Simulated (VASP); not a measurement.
TiC, 4 atoms in the cell. It takes space group P6/mmm (No. 191, hexagonal). Conventional cell: a = 4.316 Å, b = 4.316 Å, c = 4.203 Å, α = 90.00°, β = 90.00°, γ = 120.00°. Within 2.8 Å of Ti (site symmetry -6m2) lie 2 C at 2.10 Å and 3 Ti at 2.49 Å. Within 2.8 Å of C (site symmetry -6m2) lie 2 Ti at 2.10 Å and 3 C at 2.49 Å. 

* Program: VASP 6.6.1
* Task: single point
* Functional: PBE
* Potentials or basis: VASP PAW PBE potentials, release 64 (Ti_sv, C)
* Cutoff: 520 eV
* k mesh: 12 × 12 × 12
* Occupations: gaussian, width 0.1 eV
* Spin: collinear spin
* Starting moments: [0.62, 0.62, 0.0, 0.0] μB
* Dipole correction: no
* Further INCAR settings: ALGO = Normal; EDIFF = 1e-06; NBANDS = 28

Potentials or basis: VASP PAW PBE potentials, release 64 (Ti_sv, C).

Run with:

```sh
$ cat potpaw_PBE.64/Ti_sv/POTCAR potpaw_PBE.64/C/POTCAR > POTCAR
$ mpirun -np 1 vasp_std > vasp.out
```

Hardware: 1 thread of Intel Xeon 8259CL (shared host).

Task: Estimate the wall time of this run.

Result: It took 10 min on 1 thread of Intel Xeon 8259CL, on a shared host, peak memory 0.45 GiB. Counts: scf iterations 19, k points 133.
